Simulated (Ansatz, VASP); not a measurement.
# Si in VASP and in Ansatz

```xyz
8
Lattice="-3.3346 3.3346 3.3346 3.3346 -3.3346 3.3346 3.3346 3.3346 -3.3346" Properties=species:S:1:pos:R:3 pbc="T T T"
Si    0.6829    0.6829    0.6829
Si   -0.6829    2.6517    0.6829
Si    0.6829   -0.6829    2.6517
Si    2.6517    0.6829   -0.6829
Si    2.6517    2.6517    2.6517
Si    0.6829    4.0175   -0.6829
Si   -0.6829    0.6829    4.0175
Si    4.0175   -0.6829    0.6829
```

Alike in both runs: task single point; functional PBEsol; k mesh 10 × 10 × 10; occupations gaussian, width 0.15 eV; no spin polarisation.

|  | VASP | Ansatz |
| --- | --- | --- |
| version | VASP 6.6.1 | Ansatz 0.2.0 |
| potentials or method | VASP PAW PBE potentials, release 64 (Si), cutoff 520 eV | scalar-relativistic, plane waves, PAW |
| valence electrons in the cell | 32 | 32 |

Ansatz gave:

* gap on the k mesh at the Fermi level (eV): none
* pressure (GPa): -3.0
* rms of the force components (eV/Å): 0.082

Task: Estimate VASP's values.

Result: gap on the k mesh at the Fermi level (eV): none; pressure (GPa): -2.9; rms of the force components (eV/Å): 0.076.

VASP's potentials were made for PBE, not for PBEsol, and Ansatz warns of the same on its side. Atom by atom the forces differ by 0.006 eV/Å (rms over components). A gap of «none» marks a metal or a gap that the smearing closes.
